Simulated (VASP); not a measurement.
# BN (F-43m) in VASP: a series of runs

BN is run at these levels: PBE+D3(BJ), PBE; tasks: single point.

Everything below comes from runs of VASP 6.6.1. Logs are shortened: lines on timing, memory, paths and dates and some standing lists are left out, and cuts for length are marked.

## Step 1: The cell of the first run

It takes space group F-43m (No. 216, cubic). Conventional cell: a = 3.630 Å, b = 3.630 Å, c = 3.630 Å, α = 90.00°, β = 90.00°, γ = 90.00°. Within 2.1 Å of B (site symmetry -43m) lie 4 N at 1.57 Å. N (site symmetry -43m) has 4 B at 1.57 Å within 2.1 Å.

## Step 2: Single point, PBE+D3(BJ) (5.98 Å³/atom)

INCAR reads:

```
SYSTEM = BN
PREC = Accurate
ENCUT = 600
EDIFF = 1E-6
ISMEAR = 0
SIGMA = 0.05
LREAL = .FALSE.
LASPH = .TRUE.
NELM = 120
ALGO = Normal
ISIF = 2
LWAVE = .FALSE.
LCHARG = .TRUE.
GGA = PE
IVDW = 12
LELF = .TRUE.
LVHAR = .TRUE.
NBANDS = 11
GGA_COMPAT = .FALSE.
```

KPOINTS reads:

```
Automatic mesh
0
G
  12 12 12
  0 0 0
```

POSCAR reads:

```
BN
1.0
    0.0000000000      1.8151741946      1.8151741946
    1.8151741946      0.0000000000      1.8151741946
    1.8151741946      1.8151741946      0.0000000000
B N
1 1
Direct
    0.0000000000      0.0000000000      0.0000000000
    0.7500000000      0.7500000000      0.7500000000
```

Potentials or basis: VASP PAW PBE potentials, release 64 (B, N).

Launch:

```sh
> cat potpaw_PBE.64/B/POTCAR potpaw_PBE.64/N/POTCAR > POTCAR
> mpirun -np 1 vasp_std > vasp.out
```

OUTCAR:

```text
SYSTEM = BN
   PREC = Accurate
   ENCUT = 600
   EDIFF = 1E-6
   ISMEAR = 0
   LREAL = .FALSE.
   LASPH = .TRUE.
   NELM = 120
   ISIF = 2
   GGA = PE
   IVDW = 12
 IVDW          = 12

 ion  position               nearest neighbor table
   1  0.000  0.000  0.000-   2 1.57   2 1.57   2 1.57   2 1.57
   2  0.750  0.750  0.750-   1 1.57   1 1.57   1 1.57   1 1.57

  LATTYP: Found a face centered cubic cell.
 ALAT       =     3.6303483892

  Lattice vectors:

 A1 = (   0.0000000000,   1.8151741946,   1.8151741946)
 A2 = (   1.8151741946,   0.0000000000,   1.8151741946)
 A3 = (   1.8151741946,   1.8151741946,   0.0000000000)

Analysis of symmetry for initial positions (statically):
=====================================================================
 Subroutine PRICEL returns:
 Original cell was already a primitive cell.

 Routine SETGRP: Setting up the symmetry group for a
 face centered cubic supercell.

 Subroutine GETGRP returns: Found 24 space group operations
 (whereof 24 operations were pure point group operations)
 out of a pool of 48 trial point group operations.

The static configuration has the point symmetry T_d .

Analysis of symmetry for dynamics (positions and initial velocities):
=====================================================================
 Subroutine PRICEL returns:
 Original cell was already a primitive cell.

 Routine SETGRP: Setting up the symmetry group for a
 face centered cubic supercell.

 Subroutine GETGRP returns: Found 24 space group operations
 (whereof 24 operations were pure point group operations)
 out of a pool of 48 trial point group operations.

The dynamic configuration has the point symmetry T_d .

 Subroutine INISYM returns: Found 24 space group operations
 (whereof 24 operations are pure point group operations),
 and found     1 'primitive' translations

----------------------------------------------------------------------------------------

                                     Primitive cell

  volume of cell :      11.9615

  direct lattice vectors                    reciprocal lattice vectors
     0.000000000  1.815174195  1.815174195    -0.275455657  0.275455657  0.275455657
     1.815174195  0.000000000  1.815174195     0.275455657 -0.275455657  0.275455657
     1.815174195  1.815174195  0.000000000     0.275455657  0.275455657 -0.275455657

  length of vectors
     2.567043964  2.567043964  2.567043964     0.477103193  0.477103193  0.477103193

[... 87 lines left out ...]
   ISYM   =      2    0-nonsym 1-usesym 2-fastsym
   POTIM  = 0.5000    time-step for ionic-motion
   TEBEG  =    0.0;   TEEND  =   0.0 temperature during run
   PSTRESS=    0.0 pullay stress
   NELECT =       8.0000    total number of electrons
   NUPDOWN=      -1.0000    fix difference up-down
   EMIN   =  10.00;   EMAX   =-10.00  energy-range for DOS
   EFERMI =   0.00;   METHOD = LEGACY
   ISMEAR =     0;   SIGMA  =   0.05  broadening in eV -4-tet -1-fermi 0-gaus
   EFERMI_NEDOS =   21; number of points for ismear=-14 and -15
   IALGO  =     38    algorithm
   IMIX   =      4    mixing-type and parameters
     AMIX     =   0.40;   BMIX     =  1.00
     AMIX_MAG =   1.60;   BMIX_MAG =  1.00
  volume/ion in A,a.u.               =       5.98        40.36
  Fermi-wavevector in a.u.,A,eV,Ry     =   1.431671  2.705466 27.887609  2.049681
  Thomas-Fermi vector in A             =   2.551382
   LORBIT       =      0    0 simple, 1 ext, 2 COOP (PROOUT), +10 PAW based schemes
   GGA     = PE    functional components
   LHFCALC =     F    Hartree Fock is set to
   AEXX    =    0.0000 exact exchange contribution
   IVDW    =    12    specifies the selected vdW correction
   LEPSILON=     F    determine dielectric tensor
   LRPA    =     F    only Hartree local field effects (RPA)
 non-spin polarized calculation
 Gauss-broadening in eV      SIGMA  =   0.05
  energy-cutoff  :      600.00
  volume of cell :       11.96
 maximum number of plane-waves:       415
 NGX is ok and might be reduce to    24
   NGX = 11   NGY = 11   NGZ = 11

 number of electron       8.0000000 magnetization

 Free energy of the ion-electron system (eV)
  ---------------------------------------------------
  ext. energy  EPLUGINS =         0.00000000
  ---------------------------------------------------
  free energy    TOTEN  =       -17.45446780 eV

  energy without entropy =      -17.45446780  energy(sigma->0) =      -17.45446780

 E-fermi :   7.5349     XC(G=0): -12.7595

 val. band max:        7.2468182319   @ k =   0.0000   0.0000   0.0000
 cond. band min:      11.6927193307   @ k =   0.5000   0.5000   0.0000
 fundamental gap:      4.4459010987
 Fermi energy:         7.5349314601

 k-point     1 :       0.0000    0.0000    0.0000
  band No.  band energies     occupation
      1     -12.8402      2.00000
      2       7.2468      2.00000
      3       7.2468      2.00000
      4       7.2468      2.00000
      5      16.0061      0.00000
      6      16.0061      0.00000
      7      16.0061      0.00000
      8      17.3908      0.00000
      9      31.7611      0.00000
     10      34.8588      0.00000
     11      34.8588      0.00000
[... 309 lines left out ...]
 k-point    24 :      -0.4167    0.1667    0.0000
  band No.  band energies     occupation
      1      -8.3247      2.00000
      2      -2.6421      2.00000
      3       3.1663      2.00000
      4       4.7125      2.00000
      5      16.4951      0.00000
      6      19.2956      0.00000
      7      19.3943      0.00000
      8      22.7718      0.00000
      9      28.1442      0.00000
     10      32.4403      0.00000
     11      33.6727      0.00000

 [... further k-points ...]

------------------------ aborting loop because EDIFF is reached ----------------------------------------

 Edisp (eV)   -0.41308

 E8    (eV) :    -0.1221

  FORCE on cell =-STRESS in cart. coord.  units (eV):
  Direction    XX          YY          ZZ          XY          YZ          ZX
  --------------------------------------------------------------------------------------
  -------------------------------------------------------------------------------------
  Total      -0.54516    -0.54516    -0.54516    -0.00000    -0.00000    -0.00000
  in kB     -73.02197   -73.02197   -73.02197    -0.00000    -0.00000    -0.00000
  external pressure =      -73.02 kB  Pullay stress =        0.00 kB

 VOLUME and BASIS-vectors are now :
 -----------------------------------------------------------------------------
  energy-cutoff  :      600.00
  volume of cell :       11.96
      direct lattice vectors                 reciprocal lattice vectors
     0.000000000  1.815174195  1.815174195    -0.275455657  0.275455657  0.275455657
     1.815174195  0.000000000  1.815174195     0.275455657 -0.275455657  0.275455657
     1.815174195  1.815174195  0.000000000     0.275455657  0.275455657 -0.275455657

 POSITION                                       TOTAL-FORCE (eV/Angst)
 -----------------------------------------------------------------------------------
      0.00000      0.00000      0.00000        -0.000000     -0.000000     -0.000000
      2.72276      2.72276      2.72276         0.000000      0.000000      0.000000
 -----------------------------------------------------------------------------------
    total drift:                               -0.000000     -0.000000     -0.000000

  FREE ENERGIE OF THE ION-ELECTRON SYSTEM (eV)
  ---------------------------------------------------
  free  energy   TOTEN  =       -17.8675481982 eV

  energy  without entropy=      -17.8675481982  energy(sigma->0) =      -17.86754820
```

OSZICAR:

```text
N       E                     dE             d eps       ncg     rms          rms(c)
DAV:   1     0.144511641103E+02    0.14451E+02   -0.52938E+03  1624   0.802E+02
DAV:   2    -0.177363699471E+02   -0.32188E+02   -0.31228E+02  1871   0.189E+02
DAV:   3    -0.183998092665E+02   -0.66344E+00   -0.66246E+00  1933   0.223E+01
DAV:   4    -0.184007077412E+02   -0.89847E-03   -0.89846E-03  1686   0.906E-01
DAV:   5    -0.184007086285E+02   -0.88734E-06   -0.88735E-06  1878   0.282E-02    0.661E+00
DAV:   6    -0.175359093280E+02    0.86480E+00   -0.29631E+00  1769   0.104E+01    0.320E+00
DAV:   7    -0.174680990344E+02    0.67810E-01   -0.97232E-02  1773   0.262E+00    0.189E+00
DAV:   8    -0.174541985406E+02    0.13900E-01   -0.35354E-02  1763   0.137E+00    0.186E-01
DAV:   9    -0.174543726548E+02   -0.17411E-03   -0.95895E-04  1668   0.263E-01    0.823E-02
DAV:  10    -0.174544624475E+02   -0.89793E-04   -0.12604E-04  1733   0.102E-01    0.152E-02
DAV:  11    -0.174544677251E+02   -0.52777E-05   -0.89905E-06  1809   0.252E-02    0.104E-02
DAV:  12    -0.174544677993E+02   -0.74171E-07   -0.14864E-06  1020   0.903E-03
   1 F= -.17867548E+02 E0= -.17867548E+02  d E =-.186104E-18
```

Wall time 18 s (1 thread of Intel Xeon 8259CL, shared host); peak memory 0.15 GiB.

Results:

```
Free energy                : -17.8675 eV
Pressure                   : -7.3 GPa
Band gap on the k mesh     : 4.45 eV (least direct gap 8.76 eV)
Dispersion energy per atom : -0.207 eV
```

Levels at points of the mesh, in eV from the valence-band top:
| k point | band 1 | band 2 | band 3 | band 4 | band 5 | band 6 | band 7 | band 8 |
| --- | --- | --- | --- | --- | --- | --- | --- | --- |
| (0.00, 0.00, 0.00) | -20.09 | 0.00 | 0.00 | 0.00 | 8.76 | 8.76 | 8.76 | 10.14 |
| (0.50, 0.00, 0.00) | -15.93 | -10.57 | -1.92 | -1.92 | 9.98 | 10.64 | 10.64 | 15.13 |
| (0.50, 0.50, 0.00) | -14.58 | -8.83 | -4.84 | -4.84 | 4.45 | 9.16 | 17.72 | 17.72 |

Caveat: the cell stands under tension.

## Step 3: Single point, PBE+D3(BJ) (5.63 Å³/atom)

This run uses another cell than the first one, of 5.63 Å³/atom.

INCAR reads:

```
SYSTEM = BN
  PREC = Accurate
  ENCUT = 600
  EDIFF = 1E-6
  ISMEAR = 0
  SIGMA = 0.05
  LREAL = .False.
  LASPH = .True.
  NELM = 120
  ALGO = Normal
  ISIF = 2
  LWAVE = .False.
  LCHARG = .True.
  GGA = PE
  IVDW = 12
  LELF = .True.
  LVHAR = .True.
  NBANDS = 11
  GGA_COMPAT = .False.
```

KPOINTS reads:

```
Automatic mesh
0
Gamma
  12 12 12
  0 0 0
```

POSCAR reads:

```
BN
1.0
    0.0000000000      1.7788609271      1.7788609271
    1.7788609271      0.0000000000      1.7788609271
    1.7788609271      1.7788609271      0.0000000000
B N
1 1
Direct
    0.0000000000      0.0000000000      0.0000000000
    0.7500000000      0.7500000000      0.7500000000
```

Potentials or basis: VASP PAW PBE potentials, release 64 (B, N).

Launch:

```sh
> cat potpaw_PBE.64/B/POTCAR potpaw_PBE.64/N/POTCAR > POTCAR
> mpirun -np 1 vasp_std > vasp.out
```

Wall time 13 s (1 thread of Intel Xeon 8259CL, shared host); peak memory 0.14 GiB.

It converged, with:

* Free energy: -17.8467 eV
* Pressure: 16.9 GPa
* Band gap on the k mesh: 4.51 eV (least direct gap 9.05 eV)
* Dispersion energy per atom: -0.219 eV

Levels at points of the mesh, in eV from the valence-band top:
| k point | band 1 | band 2 | band 3 | band 4 | band 5 | band 6 | band 7 | band 8 | band 9 |
| --- | --- | --- | --- | --- | --- | --- | --- | --- | --- |
| (0.00, 0.00, 0.00) | -20.79 | 0.00 | 0.00 | 0.00 | 9.05 | 9.05 | 9.05 | 11.14 | 25.66 |
| (0.50, 0.00, 0.00) | -16.34 | -11.14 | -2.03 | -2.03 | 10.78 | 10.97 | 10.97 | 15.75 | 24.16 |
| (0.50, 0.50, 0.00) | -14.91 | -9.24 | -5.15 | -5.15 | 4.51 | 9.50 | 18.67 | 18.67 | 21.62 |

Caveat: the cell stands under pressure.

(Continued in part 2 of 2.)
